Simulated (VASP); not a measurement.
# GaN (P6_3mc) in VASP: a series of runs, part 2 of 2

VASP 6.6.1. Earlier steps stand in the parts before.

### Step 3. Dielectric tensor, r2SCAN (uniaxial z strain -2.0%)

File INCAR:

```
SYSTEM = GaN
PREC = Accurate
ENCUT = 520
EDIFF = 1E-8
ISMEAR = 0
SIGMA = 0.01
LREAL = .FALSE.
LASPH = .TRUE.
NELM = 80
ALGO = Normal
ISIF = 2
LWAVE = .FALSE.
LCHARG = .FALSE.
METAGGA = R2SCAN
LMIXTAU = .TRUE.
LCALCEPS = .TRUE.
```

File KPOINTS:

```
Automatic mesh
0
G
  9 9 4
  0 0 0
```

File POSCAR:

```
GaN
1.0
    3.1831493761      0.0000000000      0.0000000000
   -1.5915746880      2.7566882238      0.0000000000
    0.0000000000      0.0000000000      5.0799527247
Ga N
2 2
Direct
    0.3333333333      0.6666666667     -0.0026894077
    0.6666666667      0.3333333333      0.4973105923
    0.3333333333      0.6666666667      0.3776894077
    0.6666666667      0.3333333333      0.8776894077
```

Potentials or basis: VASP PAW PBE potentials, release 64 (Ga_d, N).

On the command line:

```bash
> cat potpaw_PBE.64/Ga_d/POTCAR potpaw_PBE.64/N/POTCAR > POTCAR
> mpirun -np 1 vasp_std > vasp.out
```

OUTCAR:

```text
SYSTEM = GaN
   PREC = Accurate
   ENCUT = 520
   EDIFF = 1E-8
   ISMEAR = 0
   LREAL = .FALSE.
   LASPH = .TRUE.
   NELM = 80
   ISIF = 2
   METAGGA = R2SCAN

 ion  position               nearest neighbor table
   1  0.333  0.667  0.997-   3 1.93   4 1.94   4 1.94   4 1.94
   2  0.667  0.333  0.497-   4 1.93   3 1.94   3 1.94   3 1.94
   3  0.333  0.667  0.378-   1 1.93   2 1.94   2 1.94   2 1.94
   4  0.667  0.333  0.878-   2 1.93   1 1.94   1 1.94   1 1.94

  LATTYP: Found a hexagonal cell.
 ALAT       =     3.1831493761
 C/A-ratio  =     1.5958888901

  Lattice vectors:

 A1 = (   3.1831493761,   0.0000000000,   0.0000000000)
 A2 = (  -1.5915746880,   2.7566882238,   0.0000000000)
 A3 = (   0.0000000000,   0.0000000000,   5.0799527247)

Analysis of symmetry for initial positions (statically):
=====================================================================
 Subroutine PRICEL returns:
 Original cell was already a primitive cell.

 Routine SETGRP: Setting up the symmetry group for a
 hexagonal supercell.

 Subroutine GETGRP returns: Found 12 space group operations
 (whereof  6 operations were pure point group operations)
 out of a pool of 24 trial point group operations.

The static configuration has the point symmetry C_3v.
 The point group associated with its full space group is C_6v.

Analysis of symmetry for dynamics (positions and initial velocities):
=====================================================================
 Subroutine PRICEL returns:
 Original cell was already a primitive cell.

 Routine SETGRP: Setting up the symmetry group for a
 hexagonal supercell.
[... 770 lines left out ...]

            Ionic dipole moment: p[ion]=(     0.00000     0.00000    39.15104 ) |e| Angst

 Total electronic dipole moment: p[elc]=(    -0.00000     0.00000    -4.99586 ) |e| Angst

 MACROSCOPIC STATIC DIELECTRIC TENSOR (including local field effects)
 ------------------------------------------------------
           5.254434     0.000000     0.000000
           0.000000     5.254434     0.000000
           0.000000    -0.000000     5.288309
 ------------------------------------------------------

 PIEZOELECTRIC TENSOR (including local field effects) (e Angst)
          XX          YY          ZZ          XY          YZ          ZX
  --------------------------------------------------------------------------------
  x     0.00000     0.00000     0.00000     0.00000     0.00000     1.46165
  y     0.00000     0.00000     0.00000     0.00000     1.46167     0.00000
  z     1.33611     1.33611    -2.65533     0.00000     0.00000     0.00000

 PIEZOELECTRIC TENSOR (including local field effects) (C/m^2)
          XX          YY          ZZ          XY          YZ          ZX
  --------------------------------------------------------------------------------
  x     0.00000     0.00000     0.00000     0.00000     0.00000     0.52535
  y     0.00000     0.00000     0.00000     0.00000     0.52536     0.00000
  z     0.48023     0.48023    -0.95439     0.00000     0.00000     0.00000

 BORN EFFECTIVE CHARGES (including local field effects) (in |e|, cummulative output)
 ---------------------------------------------------------------------------------
 ion    1
    1     2.63057     0.00000     0.00000
    2     0.00000     2.63057     0.00000
    3     0.00000     0.00000     2.74448
 ion    2
    1     2.63057     0.00000     0.00000
    2     0.00000     2.63057     0.00000
    3    -0.00000     0.00000     2.74448
 ion    3
    1    -2.63057    -0.00000     0.00000
    2    -0.00000    -2.63057     0.00000
    3    -0.00000     0.00000    -2.74448
 ion    4
    1    -2.63057    -0.00000    -0.00000
    2    -0.00000    -2.63057     0.00000
    3     0.00000     0.00000    -2.74448

  FORCE on cell =-STRESS in cart. coord.  units (eV):
  Direction    XX          YY          ZZ          XY          YZ          ZX
  --------------------------------------------------------------------------------------
  -------------------------------------------------------------------------------------
  Total        0.9267893      0.9267893      2.5844420      0.0000000     -0.0000000      0.0000000
  in kB       33.3109688     33.3109688     92.8908708      0.0000000     -0.0000000      0.0000000
  external PRESSURE =      53.1709361 kB  Pullay stress =       0.0000000 kB

 VOLUME and BASIS-vectors are now :
 -----------------------------------------------------------------------------
  energy-cutoff  :      520.00
  volume of cell :       44.58
      direct lattice vectors                 reciprocal lattice vectors
     3.183149376  0.000000000  0.000000000     0.314154280  0.181377058  0.000000000
    -1.591574688  2.756688224  0.000000000     0.000000000  0.362754116  0.000000000
     0.000000000  0.000000000  5.079952725     0.000000000  0.000000000  0.196852226

 POSITION                                       TOTAL-FORCE (eV/Angst)
 -----------------------------------------------------------------------------------
     -0.00000      1.83779      5.06629         0.000000     -0.000000      0.002099
      1.59157      0.91890      2.52631        -0.000000      0.000000      0.002099
     -0.00000      1.83779      1.91864        -0.000000     -0.000000     -0.002099
      1.59157      0.91890      4.45862        -0.000000      0.000000     -0.002099
 -----------------------------------------------------------------------------------
    total drift:                                0.000002      0.000004      0.044127

  FREE ENERGIE OF THE ION-ELECTRON SYSTEM (eV)
  ---------------------------------------------------
  free  energy   TOTEN  =       -43.7411680232 eV

  energy  without entropy=      -43.7411680232  energy(sigma->0) =      -43.74116802
```

OSZICAR:

```text
N       E                     dE             d eps       ncg     rms          rms(c)
DAV:   1     0.266897736922E+03    0.26690E+03   -0.18953E+04  1624   0.319E+03
DAV:   2    -0.162178103287E+02   -0.28312E+03   -0.27467E+03  1740   0.552E+02
DAV:   3    -0.522860945152E+02   -0.36068E+02   -0.35640E+02  1824   0.161E+02
[... 13 lines left out ...]
DMP:  12    -0.437411679488E+02   -0.54981E-07   -0.34917E-07  1650   0.480E-07   0.757E-07
DMP:  13    -0.437411679848E+02   -0.36081E-07   -0.22244E-07  1650   0.314E-07   0.466E-07
DMP:  14    -0.437411680072E+02   -0.22334E-07   -0.13479E-07  1650   0.165E-07   0.331E-07
DMP:  15    -0.437411680182E+02   -0.11040E-07   -0.69477E-08  1650   0.778E-08   0.185E-07
DMP:  16    -0.437411680232E+02   -0.50231E-08   -0.38194E-08  1650   0.458E-08   0.956E-08
   1 F= -.43741168E+02 E0= -.43741168E+02  d E =-.264238E-14
```

stdout:

```text
POSCAR found type information on POSCAR GaN
 POSCAR found :  2 types and       4 ions
 scaLAPACK will be used
 -----------------------------------------------------------------------------
[... 111 lines left out ...]
 p_tot=( -0.482E-06  0.105E-01  0.341E+02 )
dp_tot=( -0.301E-06  0.105E-01 -0.829E-06 )  diag[e(oo)]=(    ---    5.24828    ---   )
 p_tot=( -0.491E-06  0.105E-01  0.341E+02 )
dp_tot=( -0.310E-06  0.105E-01 -0.801E-06 )  diag[e(oo)]=(    ---    5.24839    ---   )
 p_tot=( -0.494E-06  0.105E-01  0.341E+02 )
dp_tot=( -0.314E-06  0.105E-01 -0.783E-06 )  diag[e(oo)]=(    ---    5.24982    ---   )
 p_tot=( -0.493E-06  0.105E-01  0.341E+02 )
dp_tot=( -0.312E-06  0.105E-01 -0.779E-06 )  diag[
```

Run time: 53 min. Hardware: 1 thread of Intel Xeon Platinum 8488C (Sapphire Rapids), shared host; peak memory 0.68 GiB.

What came out:

```
Band gap on the k mesh                  : 2.47 eV
Electronic dielectric tensor (diagonal) : 5.25, 5.25, 5.29
Born charges (mean of the diagonal)     : Ga +2.67; N -2.67 e
```

Electronic dielectric tensor:
```
5.25 0.00 0.00
0.00 5.25 0.00
0.00 0.00 5.29
```

Born effective charge tensors (e):
atom 1, Ga
```
2.63 0.00 0.00
0.00 2.63 0.00
0.00 0.00 2.74
```
atom 2, Ga
```
2.63 0.00 0.00
0.00 2.63 0.00
0.00 0.00 2.74
```
atom 3, N
```
-2.63  0.00  0.00
 0.00 -2.63  0.00
 0.00  0.00 -2.74
```
atom 4, N
```
-2.63  0.00  0.00
 0.00 -2.63  0.00
 0.00  0.00 -2.74
```

Dipole moments of the cell (e·Å, modulo the quantum): ionic 0.000, 0.000, 39.151; electronic 0.000, 0.000, -4.996

Caveat: the cell differs from its parent crystal (uniaxial z strain -2.0%); the PAW data sets were made with another functional, which shifts forces and pressure a little.
